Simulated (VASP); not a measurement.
# Ti (P6_3/mmc) in VASP: notebook

Runs on Ti. Level: PBE. Tasks: single point.

Program: VASP 6.6.1. These are calculated values, not measurements. Logs are shortened: lines on timing, memory, paths and dates and some standing lists are left out, and cuts for length are marked.

### Step 1. The cell of the first run

Symmetry: P6_3/mmc, No. 194, hexagonal system. The conventional cell has a = 2.950 Å, b = 2.950 Å, c = 4.493 Å, α = 90.00°, β = 90.00°, γ = 120.00°. Within 3.7 Å of Ti (site symmetry -6m2) lie 12 Ti at 2.82 to 2.95 Å.

### Step 2. Single point, PBE

The input, INCAR:

```
PREC = Accurate
ENCUT = 520
EDIFF = 1E-7
ISMEAR = -1
SIGMA = 0.05
LREAL = False
LASPH = True
NELM = 60
ALGO = Normal
ISIF = 2
LWAVE = False
LCHARG = False
GGA = PE
NBANDS = 19
```

The input, KPOINTS:

```
Automatic mesh
0
Gamma
  9 9 5
```

The input, POSCAR:

```
Ti
1.0
    2.9500000000      0.0000000000      0.0000000000
   -1.4750000000      2.5547749412      0.0000000000
    0.0000000000      0.0000000000      4.4928000000
Ti
2
Direct
    0.6666666667      0.3333333333      0.7500000000
    0.3333333333      0.6666666667      0.2500000000
```

Potentials or basis: VASP PAW PBE potentials, release 64 (Ti_sv).

Command:

```console
$ cat potpaw_PBE.64/Ti_sv/POTCAR > POTCAR
$ mpirun -np 1 vasp_std > vasp.out
```

OUTCAR:

```text
PREC = Accurate
   ENCUT = 520
   EDIFF = 1E-7
   ISMEAR = -1
   LREAL = False
   LASPH = True
   NELM = 60
   ISIF = 2
   GGA = PE

 ion  position               nearest neighbor table
   1  0.667  0.333  0.750-   2 2.82   2 2.82   2 2.82   2 2.82   2 2.82   2 2.82
   2  0.333  0.667  0.250-   1 2.82   1 2.82   1 2.82   1 2.82   1 2.82   1 2.82

  LATTYP: Found a hexagonal cell.
 ALAT       =     2.9500000000
 C/A-ratio  =     1.5229830508

  Lattice vectors:

 A1 = (   2.9500000000,   0.0000000000,   0.0000000000)
 A2 = (  -1.4750000000,   2.5547749412,   0.0000000000)
 A3 = (   0.0000000000,   0.0000000000,   4.4928000000)

Analysis of symmetry for initial positions (statically):
=====================================================================
 Subroutine PRICEL returns:
 Original cell was already a primitive cell.

 Routine SETGRP: Setting up the symmetry group for a
 hexagonal supercell.

 Subroutine GETGRP returns: Found 24 space group operations
 (whereof 12 operations were pure point group operations)
 out of a pool of 24 trial point group operations.

The static configuration has the point symmetry D_3d.
 The point group associated with its full space group is D_6h.

Analysis of symmetry for dynamics (positions and initial velocities):
=====================================================================
 Subroutine PRICEL returns:
 Original cell was already a primitive cell.

 Routine SETGRP: Setting up the symmetry group for a
 hexagonal supercell.

 Subroutine GETGRP returns: Found 24 space group operations
 (whereof 12 operations were pure point group operations)
 out of a pool of 24 trial point group operations.

The dynamic configuration has the point symmetry D_3d.
 The point group associated with its full space group is D_6h.

 Subroutine INISYM returns: Found 24 space group operations
 (whereof 12 operations are pure point group operations),
 and found     1 'primitive' translations

----------------------------------------------------------------------------------------

                                     Primitive cell

  volume of cell :      33.8604

  direct lattice vectors                    reciprocal lattice vectors
     2.950000000  0.000000000  0.000000000     0.338983051  0.195711956  0.000000000
    -1.475000000  2.554774941  0.000000000     0.000000000  0.391423911  0.000000000
     0.000000000  0.000000000  4.492800000     0.000000000  0.000000000  0.222578348

  length of vectors
     2.950000000  2.950000000  4.492800000     0.391423911  0.391423911  0.222578348

  position of ions in fractional coordinates (direct lattice)
     0.666666667  0.333333333  0.750000000
     0.333333333  0.666666667  0.250000000

  ion indices of the primitive-cell ions
   primitive index   ion index
                 1           1
                 2           2

----------------------------------------------------------------------------------------

 KPOINTS: Automatic mesh

Automatic generation of k-mesh.
 Grid dimensions read from file:
 generate k-points for:    9    9    5

 Generating k-lattice:

  Cartesian coordinates                     Fractional coordinates (reciprocal lattice)
     0.037664783  0.021745773  0.000000000     0.111111111 -0.000000000  0.000000000
     0.000000000  0.043491546  0.000000000     0.000000000  0.111111111  0.000000000
     0.000000000  0.000000000  0.044515670     0.000000000  0.000000000  0.200000000

  Length of vectors
     0.043491546  0.043491546  0.044515670

  Shift w.r.t. Gamma in fractional coordinates (k-lattice)
     0.000000000  0.000000000  0.000000000

 Subroutine IBZKPT returns following result:
 ===========================================

 Found     36 irreducible k-points:

 Following reciprocal coordinates:
            Coordinates               Weight
  0.000000  0.000000  0.000000      1.000000
  0.111111  0.000000  0.000000      6.000000
  0.222222  0.000000  0.000000      6.000000
  0.333333  0.000000  0.000000      6.000000
  0.444444  0.000000  0.000000      6.000000
  0.111111  0.111111  0.000000      6.000000
[... 16 lines left out ...]
  0.333333  0.222222  0.200000     24.000000
  0.333333  0.333333  0.200000      4.000000
 [... further k-points ...]
   k-points           NKPTS =     36   k-points in BZ     NKDIM =     36   number of bands    NBANDS=     19
   number of dos      NEDOS =    301   number of ions     NIONS =      2
   total plane-waves  NPLWV =  20736
   dimension x,y,z NGX =    24 NGY =   24 NGZ =   36
   dimension x,y,z NGXF=    48 NGYF=   48 NGZF=   72
   ions per type =               2
   NGX,Y,Z   is equivalent  to a cutoff of  13.53, 13.53, 13.32 a.u.
   NGXF,Y,Z  is equivalent  to a cutoff of  27.05, 27.05, 26.64 a.u.
 SYSTEM =  unknown system
   PREC   = accura    normal or accurate (medium, high low for compatibility)
   ISTART =      0    job   : 0-new  1-cont  2-samecut
   ICHARG =      2    charge: 1-file 2-atom 10-const
   ISPIN  =      1    spin polarized calculation?
   LNONCOLLINEAR =      F non collinear calculations
   LSORBIT =      F    spin-orbit coupling
   LASPH  =      T    aspherical Exc in radial PAW
   ENCUT  =  520.0 eV  38.22 Ry    6.18 a.u.   5.49  5.49  8.35*2*pi/ulx,y,z
   NELM   =     60;   NELMIN=  2; NELMDL= -5     # of ELM steps
   EDIFF  = 0.1E-06   stopping-criterion for ELM
   LREAL  =      F    real-space projection
   EDIFFG = 0.1E-05   stopping-criterion for IOM
   NSW    =      0    number of steps for IOM
   IBRION =     -1    ionic relax: 0-MD 1-quasi-New 2-CG
   NFREE  =      0    steps in history (QN), initial steepest desc. (CG)
   ISIF   =      2    stress and relaxation
   ISYM   =      2    0-nonsym 1-usesym 2-fastsym
   POTIM  = 0.5000    time-step for ionic-motion
   TEBEG  =    0.0;   TEEND  =   0.0 temperature during run
   PSTRESS=    0.0 pullay stress
   NELECT =      24.0000    total number of electrons
   NUPDOWN=      -1.0000    fix difference up-down
   EMIN   =  10.00;   EMAX   =-10.00  energy-range for DOS
   EFERMI =   0.00;   METHOD = LEGACY
   ISMEAR =    -1;   SIGMA  =   0.05  broadening in eV -4-tet -1-fermi 0-gaus
   EFERMI_NEDOS =   21; number of points for ismear=-14 and -15
   IALGO  =     38    algorithm
   IMIX   =      4    mixing-type and parameters
     AMIX     =   0.40;   BMIX     =  1.00
     AMIX_MAG =   1.60;   BMIX_MAG =  1.00
  volume/ion in A,a.u.               =      16.93       114.25
  Fermi-wavevector in a.u.,A,eV,Ry     =   1.459648  2.758334 28.988177  2.130571
  Thomas-Fermi vector in A             =   2.576190
   LORBIT       =      0    0 simple, 1 ext, 2 COOP (PROOUT), +10 PAW based schemes
   GGA     = PE    functional components
   LHFCALC =     F    Hartree Fock is set to
   AEXX    =    0.0000 exact exchange contribution
   IVDW    =     0    specifies the selected vdW correction
   LEPSILON=     F    determine dielectric tensor
   LRPA    =     F    only Hartree local field effects (RPA)
 non-spin polarized calculation
  energy-cutoff  :      520.00
  volume of cell :       33.86
 maximum number of plane-waves:       931
 NGX is ok and might be reduce to    24
   NGX = 11   NGY = 11   NGZ = 17

 number of electron      23.9999992 magnetization

 Free energy of the ion-electron system (eV)
  ---------------------------------------------------
  ext. energy  EPLUGINS =         0.00000000
  ---------------------------------------------------
  free energy    TOTEN  =       -15.66172627 eV

  energy without entropy =      -15.64618118  energy(sigma->0) =      -15.65395372

 E-fermi :   8.6399     XC(G=0): -11.6172

 val. band max:        8.5774118850   @ k =   0.1111   0.0000   0.2000
 cond. band min:       8.6982611096   @ k =   0.3333   0.2222   0.4000
 fundamental gap:      0.1208492246
 Fermi energy:         8.6398899636

 k-point     1 :       0.0000    0.0000    0.0000
  band No.  band energies     occupation
      1     -48.2251      2.00000
      2     -48.0511      2.00000
      3     -24.8762      2.00000
      4     -24.1749      2.00000
      5     -24.1749      2.00000
      6     -24.0501      2.00000
[... 11 lines left out ...]
     18      10.0764      0.00000
     19      11.8427      0.00000

 k-point     2 :       0.1111    0.0000    0.0000
  band No.  band energies     occupation
      1     -48.2125      2.00000
      2     -48.0478      2.00000
      3     -24.8468      2.00000
      4     -24.2270      2.00000
      5     -24.1938      2.00000
      6     -24.0972      2.00000
[... 11 lines left out ...]
     18      10.1424      0.00000
     19      11.9531      0.00000

 k-point     3 :       0.2222    0.0000    0.0000
  band No.  band energies     occupation
      1     -48.1794      2.00000
      2     -48.0410      2.00000
      3     -24.7658      2.00000
      4     -24.3608      2.00000
      5     -24.2392      2.00000
      6     -24.2309      2.00000
[... 11 lines left out ...]
     18      10.7118      0.00000
     19      12.1510      0.00000

 k-point     4 :       0.3333    0.0000    0.0000
  band No.  band energies     occupation
      1     -48.1374      2.00000
      2     -48.0373      2.00000
      3     -24.6540      2.00000
      4     -24.5157      2.00000
      5     -24.3749      2.00000
      6     -24.2879      2.00000
[... 11 lines left out ...]
     18      11.4600      0.00000
     19      12.2989      0.00000

 k-point     5 :       0.4444    0.0000    0.0000
  band No.  band energies     occupation
      1     -48.1042      2.00000
      2     -48.0406      2.00000
      3     -24.6176      2.00000
      4     -24.5536      2.00000
      5     -24.4651      2.00000
      6     -24.3185      2.00000
[... 11 lines left out ...]
     18      12.3692      0.00000
     19      12.6031      0.00000

 k-point     6 :       0.1111    0.1111    0.0000
  band No.  band energies     occupation
      1     -48.1897      2.00000
      2     -48.0428      2.00000
      3     -24.7916      2.00000
      4     -24.3033      2.00000
      5     -24.2616      2.00000
      6     -24.1619      2.00000
[... 11 lines left out ...]
     18      10.6455      0.00000
     19      12.0758      0.00000

 k-point     7 :       0.2222    0.1111    0.0000
  band No.  band energies     occupation
      1     -48.1519      2.00000
      2     -48.0378      2.00000
      3     -24.6941      2.00000
      4     -24.4356      2.00000
      5     -24.3646      2.00000
      6     -24.2433      2.00000
[... 11 lines left out ...]
     18      11.4318      0.00000
     19      12.2065      0.00000

 k-point     8 :       0.3333    0.1111    0.0000
  band No.  band energies     occupation
      1     -48.1129      2.00000
      2     -48.0389      2.00000
      3     -24.5818      2.00000
      4     -24.5655      2.00000
      5     -24.4364      2.00000
      6     -24.3189      2.00000
[... 256 lines left out ...]
 k-point    20 :       0.3333    0.1111    0.2000
  band No.  band energies     occupation
      1     -48.1058      2.00000
      2     -48.0459      2.00000
      3     -24.6788      2.00000
      4     -24.5328      2.00000
      5     -24.4099      2.00000
      6     -24.3086      2.00000
[... 11 lines left out ...]
     18      11.9215      0.00000
     19      12.4965      0.00000

 k-point    21 :       0.4444    0.1111    0.2000
  band No.  band energies     occupation
      1     -48.0886      2.00000
      2     -48.0482      2.00000
      3     -24.6956      2.00000
      4     -24.5598      2.00000
      5     -24.4228      2.00000
      6     -24.3068      2.00000
[... 11 lines left out ...]
     18      12.1834      0.00000
     19      12.9899      0.00000

 k-point    22 :       0.2222    0.2222    0.2000
  band No.  band energies     occupation
      1     -48.1088      2.00000
      2     -48.0458      2.00000
      3     -24.6514      2.00000
      4     -24.5300      2.00000
      5     -24.3635      2.00000
      6     -24.3532      2.00000
[... 11 lines left out ...]
     18      11.9503      0.00000
     19      12.6204      0.00000

 k-point    23 :       0.3333    0.2222    0.2000
  band No.  band energies     occupation
      1     -48.0817      2.00000
      2     -48.0499      2.00000
      3     -24.6352      2.00000
      4     -24.5557      2.00000
      5     -24.4517      2.00000
      6     -24.3175      2.00000
[... 11 lines left out ...]
     18      12.1679      0.00000
     19      13.5746      0.00000

 k-point    24 :       0.3333    0.3333    0.2000
  band No.  band energies     occupation
      1     -48.0618      2.00000
      2     -48.0618      2.00000
      3     -24.5603      2.00000
      4     -24.5603      2.00000
      5     -24.5346      2.00000
      6     -24.2994      2.00000
[... 11 lines left out ...]
     18      11.8352      0.00000
     19      15.0588      0.00000

 [... further k-points ...]
[... 5 lines left out ...]
  --------------------------------------------------------------------------------------
  -------------------------------------------------------------------------------------
  Total        0.2826996      0.2826996      1.3187886      0.0000000     -0.0000000      0.0000000
  in kB       13.3765489     13.3765489     62.4013567      0.0000000     -0.0000000      0.0000000
  external PRESSURE =      29.7181515 kB  Pullay stress =       0.0000000 kB

 VOLUME and BASIS-vectors are now :
 -----------------------------------------------------------------------------
  energy-cutoff  :      520.00
  volume of cell :       33.86
      direct lattice vectors                 reciprocal lattice vectors
     2.950000000  0.000000000  0.000000000     0.338983051  0.195711956  0.000000000
    -1.475000000  2.554774941  0.000000000     0.000000000  0.391423911  0.000000000
     0.000000000  0.000000000  4.492800000     0.000000000  0.000000000  0.222578348

 POSITION                                       TOTAL-FORCE (eV/Angst)
 -----------------------------------------------------------------------------------
      1.47500      0.85159      3.36960         0.000000     -0.000000      0.000000
     -0.00000      1.70318      1.12320        -0.000000      0.000000      0.000000
 -----------------------------------------------------------------------------------
    total drift:                               -0.000000      0.000000     -0.000000

  FREE ENERGIE OF THE ION-ELECTRON SYSTEM (eV)
  ---------------------------------------------------
  free  energy   TOTEN  =       -15.6617262668 eV

  energy  without entropy=      -15.6461811750  energy(sigma->0) =      -15.65395372
```

Run time: 13 s. Hardware: 1 thread of Intel Xeon 6975P-C, shared host; peak memory 0.16 GiB.

What came out:

```yaml
Free_energy: -15.6617 eV
Pressure: 3.0 GPa
Band_gap_on_the_k_mesh: zero (band 12 reaches 9.34 eV, above the bottom of band 13 at 8.36 eV)
```

### Step 3. Single point, PBE

This run uses another cell than the first one, of 17.28 Å³/atom, 1.021 times its volume.

The input, INCAR:

```
ALGO     = Normal         # electronic algorithm
EDIFF    = 1E-7           # SCF threshold, eV
ENCUT    = 520            # plane-wave cutoff, eV
GGA      = PE             # functional
ISIF     = 2              # what is computed and relaxed
ISMEAR   = -1             # smearing method
LASPH    = True           # aspherical terms in the spheres
LCHARG   = False          # write CHGCAR
LREAL    = False          # projectors in reciprocal space
LWAVE    = False          # write WAVECAR
NBANDS   = 19             # bands
NELM     = 80             # most SCF steps
PREC     = Accurate       # precision mode
SIGMA    = 0.05           # smearing width, eV
```

The input, KPOINTS:

```
k-points
0
Gamma
  9 9 5
```

POSCAR: that of step 2 with these lines changed.

```diff
@@ -4,3 +4,3 @@
    -1.4750000000      2.5547749412      0.0000000000
-    0.0000000000      0.0000000000      4.4928000000
+    0.0000000000      0.0000000000      4.5864000000
 Ti
```

Potentials or basis: VASP PAW PBE potentials, release 64 (Ti_sv).

Command:

```console
$ cat potpaw_PBE.64/Ti_sv/POTCAR > POTCAR
$ mpirun -np 1 vasp_std > vasp.out
```

Run time: 15 s. Hardware: 1 thread of Intel Xeon 6975P-C, shared host; peak memory 0.16 GiB.

It converged, with:

```yaml
Free_energy: -15.6796 eV
Pressure: 0.4 GPa
Band_gap_on_the_k_mesh: zero (band 12 reaches 9.14 eV, above the bottom of band 13 at 8.13 eV)
```

Stress tensor (GPa, compression positive):
```
-0.27  0.00  0.00
 0.00 -0.27  0.00
 0.00  0.00  1.80
```

Levels at points of the mesh, in eV from the Fermi level:
```
           k point  band 10  band 11  band 12  band 13  band 14  band 15
(0.00, 0.00, 0.00)    -2.71     0.74     0.74     0.94     0.99     1.27
```

### Step 4. Single point, PBE

This run uses another cell than the first one, of 17.46 Å³/atom, 1.031 times its volume.

The input, INCAR:

```
ALGO = Fast
EDIFF = 1E-6
ENCUT = 520
GGA = PE
ISIF = 2
ISMEAR = -1
LASPH = T
LCHARG = F
LREAL = F
LWAVE = F
NBANDS = 19
NELM = 100
PREC = Accurate
SIGMA = 0.05
```

KPOINTS is that of step 3.

POSCAR: that of step 3 with these lines changed.

```diff
@@ -4,3 +4,3 @@
    -1.4750000000      2.5547749412      0.0000000000
-    0.0000000000      0.0000000000      4.5864000000
+    0.0000000000      0.0000000000      4.6332000000
 Ti
```

Command:

```console
$ cat potpaw_PBE.64/Ti_sv/POTCAR > POTCAR
$ mpirun -np 1 vasp_std > vasp.out
```

Wall time 40 s (1 thread of Intel Xeon 6975P-C, shared host); peak memory 0.16 GiB.

It converged, with:

```yaml
Free_energy: -15.6814 eV
Pressure: -1.1 GPa
Band_gap_on_the_k_mesh: zero (band 12 reaches 9.05 eV, above the bottom of band 13 at 8.02 eV)
```

Stress tensor (GPa, compression positive):
```
-1.31  0.00  0.00
 0.00 -1.31  0.00
 0.00  0.00 -0.64
```

Levels at points of the mesh, in eV from the Fermi level:
```
           k point  band 8  band 9  band 10  band 11  band 12  band 13  band 14  band 15  band 16  band 17
(0.00, 0.00, 0.00)  -32.73   -6.21    -2.68     0.75     0.75     0.82     0.92     1.26     1.26     1.56
```

### Step 5. The runs side by side

| cell | gap on the mesh (eV) | pressure (GPa) |
| --- | --- | --- |
| a = 2.950, b = 2.950, c = 4.493 Å, angles 90.0, 90.0, 120.0°, 2 atoms | none | 3.0 |
| a = 2.950, b = 2.950, c = 4.586 Å, angles 90.0, 90.0, 120.0°, 2 atoms | none | 0.4 |
| a = 2.950, b = 2.950, c = 4.633 Å, angles 90.0, 90.0, 120.0°, 2 atoms | none | -1.1 |

Alike in all rows: task single point; level PBE; potentials or basis VASP PAW PBE potentials, release 64 (Ti_sv); no spin polarisation; k mesh 9 × 9 × 5; cutoff (eV) 520; smearing fermi-dirac 0.05 eV.

Total energies depend on the potentials used, so only differences within one code and one set of settings carry meaning.
